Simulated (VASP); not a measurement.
# Lu (Im-3m) in VASP: notebook, part 3 of 3

VASP 6.6.1.

### 5 Single point, LDA

This run uses another cell than the first one, of 26.21 Å³/atom, 1.301 times its volume.

Contents of INCAR:

```
PREC = Accurate
ENCUT = 520
EDIFF = 1E-6
ISMEAR = -1
SIGMA = 0.1
LREAL = False
LASPH = True
NELM = 80
ALGO = Normal
ISIF = 2
LWAVE = False
LCHARG = False
GGA = CA
NBANDS = 18
```

Contents of KPOINTS:

```
Automatic mesh
0
Gamma
  17 17 17
```

Contents of POSCAR:

```
Lu
1.0
    1.8711974989      1.8711974989      1.8711974989
   -1.8711974989      1.8711974989      1.8711974989
   -1.8711974989     -1.8711974989      1.8711974989
Lu
1
Direct
    0.0000000000      0.0000000000      0.0000000000
```

Potentials or basis: VASP PAW PBE potentials, release 64 (Lu).

On the command line:

```console
cat potpaw_PBE.64/Lu/POTCAR > POTCAR
mpirun -np 1 vasp_std > vasp.out
```

OUTCAR:

```text
PREC = Accurate
   ENCUT = 520
   EDIFF = 1E-6
   ISMEAR = -1
   LREAL = False
   LASPH = True
   NELM = 80
   ISIF = 2
   GGA = CA

 ion  position               nearest neighbor table
   1  0.000  0.000  0.000-

  LATTYP: Found a body centered cubic cell.
 ALAT       =     3.7423949978

  Lattice vectors:

 A1 = (   1.8711974989,  -1.8711974989,  -1.8711974989)
 A2 = (   1.8711974989,   1.8711974989,   1.8711974989)
 A3 = (  -1.8711974989,  -1.8711974989,   1.8711974989)

Analysis of symmetry for initial positions (statically):
=====================================================================
 Subroutine PRICEL returns:
 Original cell was already a primitive cell.

 Routine SETGRP: Setting up the symmetry group for a
 body centered cubic supercell.

 Subroutine GETGRP returns: Found 48 space group operations
 (whereof 48 operations were pure point group operations)
 out of a pool of 48 trial point group operations.

The static configuration has the point symmetry O_h .

Analysis of symmetry for dynamics (positions and initial velocities):
=====================================================================
 Subroutine PRICEL returns:
 Original cell was already a primitive cell.

 Routine SETGRP: Setting up the symmetry group for a
 body centered cubic supercell.

 Subroutine GETGRP returns: Found 48 space group operations
 (whereof 48 operations were pure point group operations)
 out of a pool of 48 trial point group operations.

The dynamic configuration has the point symmetry O_h .

 Subroutine INISYM returns: Found 48 space group operations
 (whereof 48 operations are pure point group operations),
 and found     1 'primitive' translations

----------------------------------------------------------------------------------------

                                     Primitive cell

  volume of cell :      26.2071

  direct lattice vectors                    reciprocal lattice vectors
     1.871197499  1.871197499  1.871197499     0.267208566  0.000000000  0.267208566
    -1.871197499  1.871197499  1.871197499    -0.267208566  0.267208566  0.000000000
    -1.871197499 -1.871197499  1.871197499     0.000000000 -0.267208566  0.267208566

  length of vectors
     3.241009139  3.241009139  3.241009139     0.377889978  0.377889978  0.377889978

  position of ions in fractional coordinates (direct lattice)
     0.000000000  0.000000000  0.000000000

  ion indices of the primitive-cell ions
   primitive index   ion index
                 1           1

----------------------------------------------------------------------------------------

 KPOINTS: Automatic mesh

Automatic generation of k-mesh.
 Grid dimensions read from file:
 generate k-points for:   17   17   17

 Generating k-lattice:

  Cartesian coordinates                     Fractional coordinates (reciprocal lattice)
     0.015718151  0.000000000  0.015718151     0.058823529  0.000000000  0.000000000
    -0.015718151  0.015718151  0.000000000     0.000000000  0.058823529  0.000000000
     0.000000000 -0.015718151  0.015718151     0.000000000  0.000000000  0.058823529

  Length of vectors
     0.022228822  0.022228822  0.022228822

  Shift w.r.t. Gamma in fractional coordinates (k-lattice)
     0.000000000  0.000000000  0.000000000

 Subroutine IBZKPT returns following result:
 ===========================================

 Found    165 irreducible k-points:

 Following reciprocal coordinates:
            Coordinates               Weight
  0.000000  0.000000  0.000000      1.000000
  0.058824  0.000000  0.000000     12.000000
  0.117647  0.000000  0.000000     12.000000
  0.176471  0.000000  0.000000     12.000000
  0.235294  0.000000  0.000000     12.000000
  0.294118  0.000000  0.000000     12.000000
[... 16 lines left out ...]
 -0.470588  0.117647  0.000000     48.000000
  0.352941  0.176471 -0.000000     24.000000
 [... further k-points ...]
   k-points           NKPTS =    165   k-points in BZ     NKDIM =    165   number of bands    NBANDS=     18
   number of dos      NEDOS =    301   number of ions     NIONS =      1
   total plane-waves  NPLWV =  13824
   dimension x,y,z NGX =    24 NGY =   24 NGZ =   24
   dimension x,y,z NGXF=    48 NGYF=   48 NGZF=   48
   ions per type =               1
   NGX,Y,Z   is equivalent  to a cutoff of  12.31, 12.31, 12.31 a.u.
   NGXF,Y,Z  is equivalent  to a cutoff of  24.62, 24.62, 24.62 a.u.
 SYSTEM =  unknown system
   PREC   = accura    normal or accurate (medium, high low for compatibility)
   ISTART =      0    job   : 0-new  1-cont  2-samecut
   ICHARG =      2    charge: 1-file 2-atom 10-const
   ISPIN  =      1    spin polarized calculation?
   LNONCOLLINEAR =      F non collinear calculations
   LSORBIT =      F    spin-orbit coupling
   LASPH  =      T    aspherical Exc in radial PAW
   ENCUT  =  520.0 eV  38.22 Ry    6.18 a.u.   6.03  6.03  6.03*2*pi/ulx,y,z
   NELM   =     80;   NELMIN=  2; NELMDL= -5     # of ELM steps
   EDIFF  = 0.1E-05   stopping-criterion for ELM
   LREAL  =      F    real-space projection
   EDIFFG = 0.1E-04   stopping-criterion for IOM
   NSW    =      0    number of steps for IOM
   IBRION =     -1    ionic relax: 0-MD 1-quasi-New 2-CG
   NFREE  =      0    steps in history (QN), initial steepest desc. (CG)
   ISIF   =      2    stress and relaxation
   ISYM   =      2    0-nonsym 1-usesym 2-fastsym
   POTIM  = 0.5000    time-step for ionic-motion
   TEBEG  =    0.0;   TEEND  =   0.0 temperature during run
   PSTRESS=    0.0 pullay stress
   NELECT =      25.0000    total number of electrons
   NUPDOWN=      -1.0000    fix difference up-down
   EMIN   =  10.00;   EMAX   =-10.00  energy-range for DOS
   EFERMI =   0.00;   METHOD = LEGACY
   ISMEAR =    -1;   SIGMA  =   0.10  broadening in eV -4-tet -1-fermi 0-gaus
   EFERMI_NEDOS =   21; number of points for ismear=-14 and -15
   IALGO  =     38    algorithm
   IMIX   =      4    mixing-type and parameters
     AMIX     =   0.40;   BMIX     =  1.00
     AMIX_MAG =   1.60;   BMIX_MAG =  1.00
  volume/ion in A,a.u.               =      26.21       176.85
  Fermi-wavevector in a.u.,A,eV,Ry     =   1.611568  3.045421 35.336375  2.597150
  Thomas-Fermi vector in A             =   2.706937
   LORBIT       =      0    0 simple, 1 ext, 2 COOP (PROOUT), +10 PAW based schemes
   GGA     = CA    functional components
   LHFCALC =     F    Hartree Fock is set to
   AEXX    =    0.0000 exact exchange contribution
   IVDW    =     0    specifies the selected vdW correction
   LEPSILON=     F    determine dielectric tensor
   LRPA    =     F    only Hartree local field effects (RPA)
 non-spin polarized calculation
  energy-cutoff  :      520.00
  volume of cell :       26.21
 maximum number of plane-waves:       719
   NGX = 13   NGY = 13   NGZ = 13

 number of electron      25.0000009 magnetization

 Free energy of the ion-electron system (eV)
  ---------------------------------------------------
  ext. energy  EPLUGINS =         0.00000000
  ---------------------------------------------------
  free energy    TOTEN  =        -5.06461720 eV

  energy without entropy =       -4.99721460  energy(sigma->0) =       -5.03091590

 E-fermi :   2.5004     XC(G=0): -11.5152

 val. band max:        2.4983910133   @ k =   0.1765   0.4706   0.0588
 cond. band min:       2.5019844792   @ k =   0.2941  -0.3529   0.0588
 fundamental gap:      0.0035934659
 Fermi energy:         2.5004102861

 k-point     1 :       0.0000    0.0000    0.0000
  band No.  band energies     occupation
      1     -53.3794      2.00000
      2     -23.9023      2.00000
      3     -23.9023      2.00000
      4     -23.9023      2.00000
      5      -3.8899      2.00000
      6      -2.5563      2.00000
[... 10 lines left out ...]
     17       7.1331      0.00000
     18      14.8254      0.00000

 k-point     2 :       0.0588    0.0000    0.0000
  band No.  band energies     occupation
      1     -53.3776      2.00000
      2     -23.9285      2.00000
      3     -23.9104      2.00000
      4     -23.9025      2.00000
      5      -3.7744      2.00000
      6      -2.5551      2.00000
[... 10 lines left out ...]
     17       7.1317      0.00000
     18      14.9436      0.00000
[... 442 lines left out ...]
 k-point    24 :       0.3529    0.1765   -0.0000
  band No.  band energies     occupation
      1     -53.3425      2.00000
      2     -24.3679      2.00000
      3     -24.0559      2.00000
      4     -23.9500      2.00000
      5      -2.5324      2.00000
      6      -2.5136      2.00000
[... 10 lines left out ...]
     17       7.7906      0.00000
     18      14.0971      0.00000

 [... further k-points ...]
[... 5 lines left out ...]
  --------------------------------------------------------------------------------------
  -------------------------------------------------------------------------------------
  Total        0.0554120      0.0554120      0.0554120     -0.0000000     -0.0000000     -0.0000000
  in kB        3.3876280      3.3876280      3.3876280     -0.0000000     -0.0000000     -0.0000000
  external PRESSURE =       3.3876280 kB  Pullay stress =       0.0000000 kB

 VOLUME and BASIS-vectors are now :
 -----------------------------------------------------------------------------
  energy-cutoff  :      520.00
  volume of cell :       26.21
      direct lattice vectors                 reciprocal lattice vectors
     1.871197499  1.871197499  1.871197499     0.267208566  0.000000000  0.267208566
    -1.871197499  1.871197499  1.871197499    -0.267208566  0.267208566  0.000000000
    -1.871197499 -1.871197499  1.871197499     0.000000000 -0.267208566  0.267208566

 POSITION                                       TOTAL-FORCE (eV/Angst)
 -----------------------------------------------------------------------------------
      0.00000      0.00000      0.00000        -0.000000      0.000000      0.000000
 -----------------------------------------------------------------------------------
    total drift:                                0.000000      0.000000     -0.000000

  FREE ENERGIE OF THE ION-ELECTRON SYSTEM (eV)
  ---------------------------------------------------
  free  energy   TOTEN  =        -5.0646172044 eV

  energy  without entropy=       -4.9972145959  energy(sigma->0) =       -5.03091590
```

OSZICAR:

```text
N       E                     dE             d eps       ncg     rms          rms(c)
DAV:   1     0.760520194249E+02    0.76052E+02   -0.10131E+04  7380   0.462E+03
DAV:   2     0.509335352512E+00   -0.75543E+02   -0.73899E+02  6128   0.351E+02
DAV:   3    -0.501350608087E+01   -0.55228E+01   -0.54744E+01  6698   0.725E+01
DAV:   4    -0.522368614176E+01   -0.21018E+00   -0.20928E+00  8446   0.116E+01
DAV:   5    -0.522807129081E+01   -0.43851E-02   -0.43805E-02  6914   0.145E+00    0.381E+00
DAV:   6    -0.508541563641E+01    0.14266E+00   -0.52542E-01  9822   0.141E+01    0.150E+00
DAV:   7    -0.506731331011E+01    0.18102E-01   -0.33527E-02  8104   0.164E+00    0.440E-01
DAV:   8    -0.506449130740E+01    0.28220E-02   -0.75711E-03  9400   0.699E-01    0.947E-02
DAV:   9    -0.506461249623E+01   -0.12119E-03   -0.64068E-04  6926   0.298E-01    0.700E-02
DAV:  10    -0.506461684631E+01   -0.43501E-05   -0.10963E-04  7346   0.104E-01    0.110E-02
DAV:  11    -0.506461720443E+01   -0.35811E-06   -0.40877E-06  6666   0.199E-02
   1 F= -.50646172E+01 E0= -.50309159E+01  d E =-.674026E-01
```

stdout:

```text
POSCAR found type information on POSCAR Lu
 POSCAR found :  1 types and       1 ions
 scaLAPACK will be used
 -----------------------------------------------------------------------------
|                                                                             |
|                                                                             |
|     You enforced a specific xc type in the INCAR file but a different       |
|     I HOPE YOU KNOW WHAT YOU ARE DOING!                                     |
|                                                                             |
 -----------------------------------------------------------------------------

 LDA part: xc-table for (Slater(with rela. corr.)+CA(PZ))
 , standard interpolation
 POSCAR, INCAR and KPOINTS ok, starting setup
 FFT: planning ... GRIDC
 FFT: planning ... GRID_SOFT
 FFT: planning ... GRID
 WAVECAR not read
 entering main loop
```

Wall time 26 s (1 thread of AMD EPYC 9R45 (Zen 5), shared host); peak memory 0.17 GiB.

What came out:

| Item | Value |
| --- | --- |
| Free energy | -5.0646 eV |
| Pressure | 0.3 GPa |

Caveat: the PAW data sets were made with another functional, which shifts forces and pressure a little; spin-orbit coupling is left out, which moves the levels of the heavy elements.

### 6 The runs side by side

```tsv
cell	gap on the mesh (eV)	pressure (GPa)
a = 2.969 Å, angles 70.5, 109.5, 70.5°, 1 atom	none	20.8
a = 3.077 Å, angles 70.5, 109.5, 70.5°, 1 atom	none	10.4
a = 3.149 Å, angles 70.5, 109.5, 70.5°, 1 atom	none	5.4
a = 3.241 Å, angles 70.5, 109.5, 70.5°, 1 atom	none	0.3
```

Alike in all rows: task single point; level LDA; potentials or basis VASP PAW PBE potentials, release 64 (Lu); no spin polarisation; k mesh 17 × 17 × 17; cutoff (eV) 520; smearing fermi-dirac 0.1 eV.

Caveats: the PAW data sets were made with another functional, which shifts forces and pressure a little; spin-orbit coupling is left out, which moves the levels of the heavy elements.

Absolute energies hang on the potentials; compare differences alone.
